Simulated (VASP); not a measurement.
Wanted: the native input for a VASP 6.6.1 run.

- Task: single point
- Functional: PBE
- Dispersion: D3(BJ)
- Potentials or basis: VASP PAW PBE potentials, release 64 (Ta_pv, N)
- Cutoff: 520 eV
- k mesh: 6 × 6 × 2
- Occupations: gaussian, width 0.1 eV
- Spin: collinear spin
- Starting moments: [1.0, 1.0, 1.0, 0.0, 0.0, 0.0, 0.0] μB
- Dipole correction: no
- Further INCAR settings: ALGO = Normal; EDIFF = 1e-06; NBANDS = 40

The structure of Ta3N4 lies in POSCAR:

```
Ta3N4
1.0
    3.0315000000      0.0000000000      0.0000000000
   -1.5157500000      2.6253560100      0.0000000000
    0.0000000000      0.0000000000      9.7280699100
Ta N
3 4
Direct
    0.0000000000      0.0000000000      0.0000000000
    0.0000000000      0.0000000000      0.2567142300
    0.0000000000      0.0000000000      0.7432857700
    0.3333333300      0.6666666700      0.8716428800
    0.6666666700      0.3333333300      0.1283571200
    0.3333333300      0.6666666700      0.3850713500
    0.6666666700      0.3333333300      0.6149286500
```

These files were run (other wordings do the same):

INCAR

```
SYSTEM = Ta3N4
PREC = Accurate
ENCUT = 520
EDIFF = 1E-6
ISMEAR = 0
SIGMA = 0.1
LREAL = .FALSE.
LASPH = .TRUE.
NELM = 150
ALGO = Normal
ISIF = 2
LWAVE = .FALSE.
LCHARG = .TRUE.
ISPIN = 2
MAGMOM = 1 1 1 0 0 0 0
LORBIT = 11
LMAXMIX = 4
GGA = PE
IVDW = 12
LELF = .TRUE.
LVHAR = .TRUE.
NBANDS = 40
```

KPOINTS

```
regular mesh
0
G
  6 6 2
  0 0 0
```

Potentials or basis: VASP PAW PBE potentials, release 64 (Ta_pv, N).

The run is started by

```sh
$ cat potpaw_PBE.64/Ta_pv/POTCAR potpaw_PBE.64/N/POTCAR > POTCAR
$ mpirun -np 1 vasp_std > vasp.out
```

It gave:

* Pressure: 19.6 GPa
* Largest force: 9.873 eV/Å
* Net moment: 0.00 μB per cell
* Valence electrons inside the program's atomic spheres: Ta 9.35, 9.04 (each value once); N 3.84, 3.59 (each value once)
* Dispersion energy per atom: -0.389 eV

Caveat: the k points lie up to 0.40 Å⁻¹ apart; forces of over 1 eV/Å act on the atoms, so gaps and moduli don't describe the material at rest.

Run time: 2.6 min on 1 thread of Intel Xeon 8259CL (shared host), peak memory 0.27 GiB.
